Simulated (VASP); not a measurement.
A run of VASP 6.6.1 is set up as follows.

Contents of INCAR:

```
PREC = Accurate
ENCUT = 520
EDIFF = 1E-6
ISMEAR = 0
SIGMA = 0.05
LREAL = False
LASPH = True
NELM = 80
ALGO = Normal
ISIF = 2
LWAVE = False
LCHARG = False
GGA = CA
NBANDS = 10
```

The input KPOINTS:

```
regular mesh
0
Gamma
  10 10 4
```

Contents of POSCAR:

```
H
1.0
    1.6485318600     -2.7316882300      0.0000000000
    1.6485318600      2.7316882300      0.0000000000
    0.0000000000      0.0000000000      6.3137686200
H
4
Direct
    0.5678085000      0.4321915000      0.9995149500
    0.4321915000      0.5678085000      0.0004850500
    0.4321915000      0.5678085000      0.4995149500
    0.5678085000      0.4321915000      0.5004850500
```

Potentials or basis: VASP PAW LDA potentials, release 64 (H).

Command:

```console
$ cat potpaw_LDA.64/H/POTCAR > POTCAR
$ mpirun -np 1 vasp_std > vasp.out
```

Question: Estimate the pressure.

Answer: 0.7 GPa.

Question: What does it give for the largest force?

Answer: 0.980 eV/Å.

Stress tensor (GPa, compression positive):
```
-0.59  0.00  0.00
 0.00  3.27  0.00
 0.00  0.00 -0.43
```
